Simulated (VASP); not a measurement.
The system is Si4P.

```xyz
5
Lattice="3.8586 0.0000 0.0000 -1.9293 3.3417 0.0000 0.0000 0.0000 6.3858" Properties=species:S:1:pos:R:3 pbc="T T T"
Si    0.0000    2.2278    4.5900
Si    0.0000    2.2278    1.7958
Si    0.0000    2.2278    3.1929
Si    0.0000    2.2278    0.0000
P     1.9293    1.1139    3.1929
```

The cell was built from a structure type or drawn by symmetry, and may not be a known phase.

- Program: VASP 6.6.1
- Task: relaxation of cell and atoms
- Functional: PBE
- Potentials or basis: VASP PAW PBE potentials, release 64 (Si, P)
- Cutoff: 600 eV
- k mesh: 6 × 6 × 4
- Occupations: gaussian, width 0.1 eV
- Spin: no spin polarisation

At the start: pressure 149.8 GPa; volume 16.47 Å³/atom.

Question: Where does the relaxation end?

Answer: Over 38 steps the energy falls by 7139.9 meV/atom and the volume is 23.30 Å³/atom (+41.5 %); space group P-6m2 (No. 187, to 0.1 Å) before and after.

The path:
| step | energy change (eV) | largest force (eV/Å) | pressure (GPa) | volume (Å³) |
| --- | --- | --- | --- | --- |
| 1 | 0.0000 | 49.3615 | 149.82 | 82.34 |
| 2 | -29.1490 | 11.1021 | 5.01 | 282.61 |
| 3 | -30.2363 | 1.3877 | -5.75 | 329.85 |
| 4 | -31.5654 | 1.0943 | -4.97 | 314.73 |
| 5 | -32.1163 | 1.4506 | -2.30 | 298.58 |
| 6 | -32.1265 | 0.3746 | -3.38 | 303.31 |
| 7 | -32.7388 | 3.1789 | 0.10 | 249.52 |
| 8 | -32.7395 | 3.1003 | 0.02 | 250.61 |
| 9 | -33.2396 | 2.3498 | 0.12 | 229.12 |
| 10 | -33.4096 | 1.7322 | 1.14 | 213.36 |
| 11 | -33.4097 | 1.6204 | 1.49 | 210.53 |
| 12 | -33.6306 | 1.1065 | 0.39 | 211.83 |
| 13 | -33.9968 | 0.0585 | -1.78 | 215.51 |
| 14 | -34.0493 | 0.4667 | -2.73 | 217.11 |
| 15 | -34.2271 | 0.2976 | -2.53 | 212.26 |
| 16 | -34.4409 | 0.1656 | -2.12 | 204.11 |
| 17 | -34.5064 | 1.7477 | -0.62 | 187.24 |
| 18 | -34.5365 | 1.2990 | -1.07 | 191.57 |
| 19 | -34.7109 | 0.9723 | -0.82 | 181.86 |
| 20 | -34.9932 | 0.5237 | 0.60 | 154.35 |
| 21 | -34.7551 | 1.9852 | 13.23 | 106.18 |
| 22 | -34.8806 | 1.6514 | 7.04 | 124.47 |
| 23 | -35.0565 | 1.1671 | 5.80 | 121.96 |
| 24 | -35.4149 | 0.3337 | 3.71 | 114.42 |
| 25 | -34.6677 | 2.4724 | 13.18 | 99.26 |
| 26 | -35.4120 | 0.6819 | 4.96 | 112.57 |
| 27 | -35.4904 | 0.2744 | 5.53 | 105.92 |
| 28 | -35.5170 | 0.1755 | 5.01 | 108.54 |
| 29 | -35.5192 | 0.0783 | 5.08 | 107.95 |
| 30 | -35.6268 | 0.0956 | 2.64 | 111.92 |
| 31 | -35.6746 | 0.1460 | -0.17 | 117.88 |
| 32 | -35.6748 | 0.1428 | -0.03 | 117.51 |
| 33 | -35.6798 | 0.1639 | 0.06 | 117.23 |
| 34 | -35.6879 | 0.2447 | 0.37 | 116.38 |
| 35 | -35.6882 | 0.2704 | 0.47 | 116.16 |
| 36 | -35.6926 | 0.2063 | 0.24 | 116.40 |
| 37 | -35.6978 | 0.0328 | -0.41 | 117.11 |
| 38 | -35.6993 | 0.0138 | -0.20 | 116.52 |

Final structure:
```cif
data_structure
_symmetry_space_group_name_H-M 'P 1'
_symmetry_Int_Tables_number 1
_cell_length_a 3.6454
_cell_length_b 3.6454
_cell_length_c 10.1247
_cell_angle_alpha 90.000
_cell_angle_beta 90.000
_cell_angle_gamma 120.000
_cell_volume 116.52
loop_
_atom_site_label
_atom_site_type_symbol
_atom_site_fract_x
_atom_site_fract_y
_atom_site_fract_z
_atom_site_occupancy
Si1 Si 0.33333 0.66667 0.22873 1
Si2 Si 0.33333 0.66667 0.77127 1
Si3 Si 0.33333 0.66667 0.50000 1
Si4 Si 0.33333 0.66667 0.00000 1
P1 P 0.66667 0.33333 0.50000 1
```

Caveat: the volume moved by over 15 % at a fixed basis, so the end points are rough.
